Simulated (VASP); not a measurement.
Here is a VASP 6.6.1 calculation.

Contents of POSCAR:

```
Cd
1.0
    3.0059342250      0.0000000000      0.0000000000
   -1.5029671125      2.6032154009      0.0000000000
    0.0000000000      0.0000000000      5.7705509339
Cd
2
Direct
    0.3333333333      0.6666666667      0.7500000000
    0.6666666667      0.3333333333      0.2500000000
```

The input INCAR.step1:

```
SYSTEM = Cd
ALGO     = Normal         ! electronic algorithm
EDIFF    = 1E-4           ! SCF threshold, eV
ENCUT    = 520            ! plane-wave cutoff, eV
GGA      = PE             ! functional
ISMEAR   = 0              ! smearing method
LASPH    = .True.         ! aspherical terms in the spheres
LCHARG   = .False.        ! write CHGCAR
LREAL    = .False.        ! projectors in reciprocal space
LWAVE    = .True.         ! write WAVECAR
NBANDS   = 19             ! bands
NELM     = 80             ! most SCF steps
PREC     = Accurate       ! precision mode
SIGMA    = 0.05           ! smearing width, eV
```

INCAR.step2

```
SYSTEM = Cd
ALGO     = Normal         ! electronic algorithm
EDIFF    = 1E-6           ! SCF threshold, eV
ENCUT    = 520            ! plane-wave cutoff, eV
ISIF     = 2              ! what is computed and relaxed
ISMEAR   = 0              ! smearing method
ISTART   = 1            
LASPH    = .True.         ! aspherical terms in the spheres
LCHARG   = .False.        ! write CHGCAR
LMIXTAU  = .True.       
LREAL    = .False.        ! projectors in reciprocal space
LWAVE    = .False.        ! write WAVECAR
METAGGA  = R2SCAN         ! meta-GGA
NBANDS   = 19             ! bands
NELM     = 80             ! most SCF steps
PREC     = Accurate       ! precision mode
SIGMA    = 0.05           ! smearing width, eV
```

File KPOINTS:

```
k-points
0
Gamma
  16 16 8
  0 0 0
```

Potentials or basis: VASP PAW PBE potentials, release 64 (Cd).

The run is started by

```bash
$ cat potpaw_PBE.64/Cd/POTCAR > POTCAR
$ cp INCAR.step1 INCAR
$ mpirun -np 1 vasp_std > vasp.out
$ cp INCAR.step2 INCAR
$ mpirun -np 1 vasp_std > vasp.out
```

Problem. What does it give for the pressure?

Solution. -1.3 GPa.

Problem. Predict the band gap on the k mesh.

Solution. Zero (bands 12 and 13 overlap by 3.95 eV).

Stress tensor (GPa, compression positive):
```
-1.23  0.00  0.00
 0.00 -1.23  0.00
 0.00  0.00 -1.48
```

Caveat: the PAW data sets were made with another functional, which shifts forces and pressure a little.
